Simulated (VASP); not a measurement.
A run of VASP 6.6.1 is set up as follows.

The input INCAR:

```
SYSTEM = S
ALGO = Normal
EDIFF = 1E-6
ENCUT = 520
GGA = PE
ISIF = 2
ISMEAR = -1
LASPH = .True.
LCHARG = .False.
LREAL = .False.
LWAVE = .False.
NBANDS = 9
NELM = 60
PREC = Accurate
SIGMA = 0.08
```

Contents of KPOINTS:

```
k-points
0
Gamma
  18 18 18
  0 0 0
```

The input POSCAR:

```
S
1.0
    0.0000000000      1.7719481054      1.7719481054
    1.7719481054      0.0000000000      1.7719481054
    1.7719481054      1.7719481054      0.0000000000
S
1
Direct
    0.0000000000      0.0000000000      0.0000000000
```

Potentials or basis: VASP PAW PBE potentials, release 64 (S).

Launch:

```sh
$ cat potpaw_PBE.64/S/POTCAR > POTCAR
$ mpirun -np 1 vasp_std > vasp.out
```

(1) Estimate the pressure.

(2) Predict the band gap on the k mesh.

Answers

(1) 57.3 GPa.

(2) zero (bands 3 and 4 overlap by 10.08 eV).

Caveat: the cell stands under pressure.
